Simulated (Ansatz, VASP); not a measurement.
**Two plane-wave programs on In**

```xyz
2
Lattice="0.0000 3.2802 3.2802 3.2802 0.0000 3.2802 3.2802 3.2802 0.0000" Properties=species:S:1:pos:R:3 pbc="T T T"
In    0.8200    0.8200    0.8200
In    5.7403    5.7403    5.7403
```

Alike in both runs: functional PBEsol; k mesh 8 × 8 × 8; occupations fermi-dirac, width 0.1 eV; no spin polarisation.

Ansatz relaxed the structure, and its values are those at the end. VASP's run is a single point on that final structure, the one shown.

|  | VASP | Ansatz |
| --- | --- | --- |
| version | VASP 6.6.1 | Ansatz 0.2.0 |
| potentials or method | VASP PAW PBE potentials, release 64 (In_d), cutoff 520 eV | plane waves (420 eV) with PAW, scalar-relativistic |
| valence electrons in the cell | 26 | 26 |

```csv
,VASP,Ansatz,Ansatz less VASP
pressure (GPa),0.0,0.0,+0.01
```

VASP's potentials were made for PBE, not for PBEsol, and Ansatz warns of the same on its side. The functional is the same, so the differences come from potentials, cutoffs and numerics.
